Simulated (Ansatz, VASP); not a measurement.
**V in VASP and in Ansatz**

```
V
1.0
     2.61252    0.00000    0.00000
    -1.30626    2.26251    0.00000
     0.00000    0.00000    4.68790
V
2
Direct
  0.33333 0.66667 0.25000
  0.66667 0.33333 0.75000
```

Alike in both runs: task single point; functional PBE; k mesh 18 × 18 × 10; occupations gaussian, width 0.2 eV; collinear spin.

|  | VASP | Ansatz |
| --- | --- | --- |
| version | VASP 6.6.1 | Ansatz 0.2.0 |
| potentials or method | VASP PAW PBE potentials, release 64 (V_sv), cutoff 520 eV | all-electron LAPW, scalar-relativistic |

```csv
,VASP,Ansatz,Ansatz less VASP
pressure (GPa),0.2,-0.1,-0.25
net moment per atom (μB),0.00,0.00,0.000
```

Ansatz ran all-electron here, and VASP with PAW potentials. Ansatz's warnings: seeded moment not kept.
